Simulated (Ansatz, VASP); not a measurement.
## One calculation of BiTe, two programs

```xyz
2
Lattice="2.3864 1.3778 3.4168 -2.3864 1.3778 3.4168 0.0000 -2.7555 3.4168" Properties=species:S:1:pos:R:3 pbc="T T T"
Bi    0.0000    0.0000    5.1252
Te    0.0000    0.0000    0.0000
```

Change from the starting cell: strain -0.015 along x and y, +0.030 along z, atoms carried along.

Alike in both runs: task single point; functional PBEsol; k mesh 12 × 12 × 12; occupations gaussian, width 0.15 eV; no spin polarisation.

```csv
,VASP,Ansatz
version,VASP 6.6.1,Ansatz 0.2.0
potentials or method,"VASP PAW PBE potentials, release 64 (Bi_d, Te), cutoff 520 eV","scalar-relativistic, plane waves, PAW"
valence electrons in the cell,21,31
```

```csv
,VASP,Ansatz,Ansatz less VASP
gap on the k mesh at the Fermi level (eV),none,none,-
pressure (GPa),-2.1,-2.1,+0.02
"traceless stress, the component that is largest in VASP (GPa)",-0.16,-0.16,+0.001
```

VASP's potentials were made for PBE, not for PBEsol. A gap of «none» marks a metal or a gap that the smearing closes. With one functional, cell and mesh, what is left measures potentials, basis and numerics. VASP's potentials hold 21 valence electrons a cell and Ansatz's 31, so a difference there can come from the potentials and not from the codes.

Neither program's run includes spin-orbit coupling.
